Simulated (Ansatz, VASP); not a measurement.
## HfC in VASP and in Ansatz

```
CELL_PARAMETERS angstrom
3.34287 0.00000 0.00000
-1.67143 2.89501 0.00000
0.00000 0.00000 5.20271
ATOMIC_POSITIONS crystal
Hf 0.33333 0.66667 0.25000
Hf 0.66667 0.33333 0.75000
C 0.00000 0.00000 0.50000
C 0.00000 0.00000 0.00000
```

Alike in both runs: functional r2SCAN; k mesh 9 × 9 × 5; occupations fermi-dirac, width 0.05 eV; non-collinear spin, spin-orbit coupling.

|  | VASP | Ansatz |
| --- | --- | --- |
| version | VASP 6.6.1 | Ansatz 0.2.0 |
| potentials or method | VASP PAW PBE potentials, release 64 (Hf_pv, C) | Ansatz PAW |
| plane-wave cutoff (eV) | 520 | 500 |
| valence electrons in the cell | 28 | 60 |
| task | single point | band structure |

```tsv
	VASP	Ansatz	Ansatz less VASP
pressure (GPa)	-3.8	-3.3	+0.55
traceless stress, the component that is largest in VASP (GPa)	3.96	3.94	-0.024
net moment per atom (μB)	0.00	0.00	0.000
```

VASP's potentials were made for PBE, not for r2SCAN. VASP's potentials hold 28 valence electrons a cell and Ansatz's 60, so a difference there can come from the potentials and not from the codes.
